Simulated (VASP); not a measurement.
Rh, 1 atom in the cell. It takes space group Fm-3m (No. 225, cubic). Conventional cell: a = 3.721 Å, b = 3.721 Å, c = 3.721 Å, α = 90.00°, β = 90.00°, γ = 90.00°. Within 3.5 Å of Rh (site symmetry m-3m) lie 12 Rh at 2.63 Å. 

| Item | Value |
| --- | --- |
| Program | VASP 6.6.1 |
| Task | single point |
| Functional | PBE |
| Potentials or basis | VASP PAW PBE potentials, release 64 (Rh_pv) |
| Cutoff | 500 eV |
| k mesh | 8 × 8 × 8 |
| Occupations | fermi-dirac, width 0.1 eV |
| Spin | collinear spin, zero start |
| Starting moments | [0.0] μB |
| Dipole correction | no |
| Further INCAR settings | ALGO = Normal; EDIFF = 1e-06; NBANDS = 18 |

Potentials or basis: VASP PAW PBE potentials, release 64 (Rh_pv).

Command:

```console
$ cat potpaw_PBE.64/Rh_pv/POTCAR > POTCAR
$ mpirun -np 1 vasp_std > vasp.out
```

Hardware: 1 thread of Intel(R) Xeon(R) 6975P-C (Granite Rapids), with other jobs on the host.

Q: Estimate the wall time of this run.

A: Run time: 5.4 s on 1 thread of Intel(R) Xeon(R) 6975P-C (Granite Rapids) (shared host), peak memory 0.13 GiB. Counts: scf iterations 11, k points 29.
